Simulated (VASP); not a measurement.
A run of VASP 6.6.1 is set up as follows.

The input INCAR:

```
ALGO = Normal
EDIFF = 1E-6
ENCUT = 520
GGA = PS
ISIF = 2
ISMEAR = -1
LASPH = T
LCHARG = F
LREAL = F
LWAVE = F
NBANDS = 25
NELM = 80
PREC = Accurate
SIGMA = 0.05
```

File KPOINTS:

```
k-points
0
Gamma
  9 9 9
```

File POSCAR:

```
CO2
1.0
   -1.9480382284      1.9480382284      2.9733224929
    1.9480382284     -1.9480382284      2.9733224929
    1.9480382284      1.9480382284     -2.9733224929
O C
4 2
Direct
    0.8750000000      0.9597980000      0.5847980000
    0.3750000000      0.2902020000      0.4152020000
    0.0402020000      0.6250000000      0.9152020000
    0.7097980000      0.1250000000      0.0847980000
    0.0000000000      0.0000000000      0.0000000000
    0.7500000000      0.2500000000      0.5000000000
```

Potentials or basis: VASP PAW PBE potentials, release 64 (O, C).

Command:

```console
$ cat potpaw_PBE.64/O/POTCAR potpaw_PBE.64/C/POTCAR > POTCAR
$ mpirun -np 1 vasp_std > vasp.out
```

Predict the band gap on the k mesh.

7.69 eV, indirect (least direct gap 8.18 eV).

Estimate the pressure.

6.3 GPa.

Predict the largest force.

0.477 eV/Å.

Forces in eV/Å, atoms in the order of the input:
```
O   -0.477  0.000  0.000
O    0.477  0.000  0.000
O    0.000  0.477  0.000
O    0.000 -0.477  0.000
C    0.000  0.000  0.000
C    0.000  0.000  0.000
```

Caveat: the PAW data sets were made with another functional, which shifts forces and pressure a little. A k mesh can miss the band edges.
